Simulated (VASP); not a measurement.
# Al (P6_3/mmc) in VASP: notebook, part 2 of 2

VASP 6.6.1. The steps go on from the part before.

**5. Single point, LDA**

This run uses another cell than the first one, of 16.04 Å³/atom.

The input, INCAR:

```
PREC = Accurate
ENCUT = 520
EDIFF = 1E-7
ISMEAR = 0
SIGMA = 0.15
LREAL = F
LASPH = T
NELM = 80
ALGO = Normal
ISIF = 2
LWAVE = F
LCHARG = F
GGA = CA
NBANDS = 10
```

The input, KPOINTS:

```
Automatic mesh
0
Gamma
  18 18 10
```

The input, POSCAR:

```
Al
1.0
    2.8655000000      0.0000000000      0.0000000000
   -1.4327500000      2.4815957946      0.0000000000
    0.0000000000      0.0000000000      4.5105000000
Al
2
Direct
    0.6666666667      0.3333333333      0.7500000000
    0.3333333333      0.6666666667      0.2500000000
```

Potentials or basis: VASP PAW LDA potentials, release 64 (Al).

On the command line:

```bash
$ cat potpaw_LDA.64/Al/POTCAR > POTCAR
$ mpirun -np 1 vasp_std > vasp.out
```

OUTCAR:

```text
PREC = Accurate
   ENCUT = 520
   EDIFF = 1E-7
   ISMEAR = 0
   LREAL = F
   LASPH = T
   NELM = 80
   ISIF = 2
   GGA = CA

 ion  position               nearest neighbor table
   1  0.667  0.333  0.750-   2 2.80   2 2.80   2 2.80   2 2.80   2 2.80   2 2.80
   2  0.333  0.667  0.250-   1 2.80   1 2.80   1 2.80   1 2.80   1 2.80   1 2.80

  LATTYP: Found a hexagonal cell.
 ALAT       =     2.8655000000
 C/A-ratio  =     1.5740708428

  Lattice vectors:

 A1 = (   2.8655000000,   0.0000000000,   0.0000000000)
 A2 = (  -1.4327500000,   2.4815957946,   0.0000000000)
 A3 = (   0.0000000000,   0.0000000000,   4.5105000000)

Analysis of symmetry for initial positions (statically):
=====================================================================
 Subroutine PRICEL returns:
 Original cell was already a primitive cell.

 Routine SETGRP: Setting up the symmetry group for a
 hexagonal supercell.

 Subroutine GETGRP returns: Found 24 space group operations
 (whereof 12 operations were pure point group operations)
 out of a pool of 24 trial point group operations.

The static configuration has the point symmetry D_3d.
 The point group associated with its full space group is D_6h.

Analysis of symmetry for dynamics (positions and initial velocities):
=====================================================================
 Subroutine PRICEL returns:
 Original cell was already a primitive cell.

 Routine SETGRP: Setting up the symmetry group for a
 hexagonal supercell.

 Subroutine GETGRP returns: Found 24 space group operations
 (whereof 12 operations were pure point group operations)
 out of a pool of 24 trial point group operations.

The dynamic configuration has the point symmetry D_3d.
 The point group associated with its full space group is D_6h.

 Subroutine INISYM returns: Found 24 space group operations
 (whereof 12 operations are pure point group operations),
[... 114 lines left out ...]
   IMIX   =      4    mixing-type and parameters
     AMIX     =   0.40;   BMIX     =  1.00
     AMIX_MAG =   1.60;   BMIX_MAG =  1.00
  volume/ion in A,a.u.               =      16.04       108.22
  Fermi-wavevector in a.u.,A,eV,Ry     =   0.936282  1.769316 11.927186  0.876623
  Thomas-Fermi vector in A             =   2.063275
   LORBIT       =      0    0 simple, 1 ext, 2 COOP (PROOUT), +10 PAW based schemes
   GGA     = CA    functional components
   LHFCALC =     F    Hartree Fock is set to
   AEXX    =    0.0000 exact exchange contribution
   IVDW    =     0    specifies the selected vdW correction
   LEPSILON=     F    determine dielectric tensor
   LRPA    =     F    only Hartree local field effects (RPA)
 non-spin polarized calculation
 Gauss-broadening in eV      SIGMA  =   0.15
  energy-cutoff  :      520.00
  volume of cell :       32.07
 maximum number of plane-waves:       884
 NGX is ok and might be reduce to    24
   NGX = 11   NGY = 11   NGZ = 17

 number of electron       6.0000000 magnetization

 Free energy of the ion-electron system (eV)
  ---------------------------------------------------
  ext. energy  EPLUGINS =         0.00000000
  ---------------------------------------------------
  free energy    TOTEN  =        -8.30844752 eV

  energy without entropy =       -8.29799864  energy(sigma->0) =       -8.30322308

 E-fermi :   8.0879     XC(G=0): -10.4499

 val. band max:        8.0697685401   @ k =   0.2222   0.2222   0.2000
 cond. band min:       8.0940503672   @ k =   0.3333   0.3333   0.3000
 fundamental gap:      0.0242818271
 Fermi energy:         8.0878593252

 k-point     1 :       0.0000    0.0000    0.0000
  band No.  band energies     occupation
      1      -3.2114      2.00000
      2       3.6400      2.00000
      3       4.1128      2.00000
      4      18.1652      0.00000
      5      18.1652      0.00000
      6      18.7091      0.00000
      7      18.7091      0.00000
      8      20.6489      0.00000
      9      21.7947      0.00000
     10      23.7043      0.00000
[... 287 lines left out ...]
 k-point    24 :       0.3889    0.1111    0.0000
  band No.  band energies     occupation
      1       1.6502      2.00000
      2       4.1905      2.00000
      3       8.1502      0.55696
      4       8.8258      0.00000
      5      10.3243      0.00000
      6      10.7807      0.00000
      7      11.9373      0.00000
      8      17.0081      0.00000
      9      17.4977      0.00000
     10      18.1163      0.00000

 [... further k-points ...]
[... 5 lines left out ...]
  --------------------------------------------------------------------------------------
  -------------------------------------------------------------------------------------
  Total       -0.2533841     -0.2533841      0.3299344      0.0000000     -0.0000000      0.0000000
  in kB      -12.6570898    -12.6570898     16.4809438      0.0000000     -0.0000000      0.0000000
  external PRESSURE =      -2.9444119 kB  Pullay stress =       0.0000000 kB

 VOLUME and BASIS-vectors are now :
 -----------------------------------------------------------------------------
  energy-cutoff  :      520.00
  volume of cell :       32.07
      direct lattice vectors                 reciprocal lattice vectors
     2.865500000  0.000000000  0.000000000     0.348979236  0.201483256  0.000000000
    -1.432750000  2.481595795  0.000000000     0.000000000  0.402966511  0.000000000
     0.000000000  0.000000000  4.510500000     0.000000000  0.000000000  0.221704911

 POSITION                                       TOTAL-FORCE (eV/Angst)
 -----------------------------------------------------------------------------------
      1.43275      0.82720      3.38288        -0.000000      0.000000      0.000000
     -0.00000      1.65440      1.12763         0.000000     -0.000000      0.000000
 -----------------------------------------------------------------------------------
    total drift:                                0.000000     -0.000000     -0.000000

  FREE ENERGIE OF THE ION-ELECTRON SYSTEM (eV)
  ---------------------------------------------------
  free  energy   TOTEN  =        -8.3084475192 eV

  energy  without entropy=       -8.2979986429  energy(sigma->0) =       -8.30322308
```

OSZICAR:

```text
N       E                     dE             d eps       ncg     rms          rms(c)
DAV:   1    -0.610168544916E+00   -0.61017E+00   -0.23736E+03  4448   0.476E+02
DAV:   2    -0.819512726578E+01   -0.75850E+01   -0.72994E+01  5872   0.551E+01
DAV:   3    -0.837091281027E+01   -0.17579E+00   -0.17418E+00  5830   0.662E+00
DAV:   4    -0.837149084924E+01   -0.57804E-03   -0.57799E-03  5400   0.441E-01
DAV:   5    -0.837149348429E+01   -0.26351E-05   -0.26355E-05  5442   0.302E-02    0.197E+00
DAV:   6    -0.833303743064E+01    0.38456E-01   -0.52660E-03  5002   0.328E-01    0.110E+00
DAV:   7    -0.830862869208E+01    0.24409E-01   -0.12175E-02  4740   0.488E-01    0.193E-01
DAV:   8    -0.830844803189E+01    0.18066E-03   -0.15291E-04  6028   0.680E-02    0.146E-02
DAV:   9    -0.830844757457E+01    0.45732E-06   -0.71814E-07  5258   0.514E-03    0.197E-03
DAV:  10    -0.830844751923E+01    0.55343E-07   -0.56075E-08  3964   0.102E-03
   1 F= -.83084475E+01 E0= -.83032231E+01  d E =-.104489E-01
```

stdout:

```text
POSCAR found type information on POSCAR Al
 POSCAR found :  1 types and       2 ions
 scaLAPACK will be used
 LDA part: xc-table for (Slater(with rela. corr.)+CA(PZ))
 , standard interpolation
 POSCAR, INCAR and KPOINTS ok, starting setup
 FFT: planning ... GRIDC
 FFT: planning ... GRID_SOFT
 FFT: planning ... GRID
 WAVECAR not read
 entering main loop
```

It took 47 s on 1 thread of Intel Xeon 8259CL, shared host; peak memory 0.17 GiB.

Results:

```
Free energy            : -8.3084 eV
Pressure               : -0.3 GPa
Band gap on the k mesh : zero (bands 3 and 4 overlap by 8.07 eV)
```

**6. The runs side by side**

```tsv
cell	gap on the mesh (eV)	pressure (GPa)
a = 2.781, b = 2.781, c = 4.803 Å, angles 90.0, 90.0, 120.0°, 2 atoms	none	-0.4
a = 2.760, b = 2.760, c = 4.862 Å, angles 90.0, 90.0, 120.0°, 2 atoms	none	0.1
a = 2.802, b = 2.802, c = 4.745 Å, angles 90.0, 90.0, 120.0°, 2 atoms	none	-0.8
a = 2.865, b = 2.866, c = 4.511 Å, angles 90.0, 90.0, 120.0°, 2 atoms	none	-0.3
```

Alike in all rows: task single point; level LDA; potentials or basis VASP PAW LDA potentials, release 64 (Al); no spin polarisation; k mesh 18 × 18 × 10; cutoff (eV) 520; smearing gaussian 0.15 eV.

Absolute energies hang on the potentials; compare differences alone.
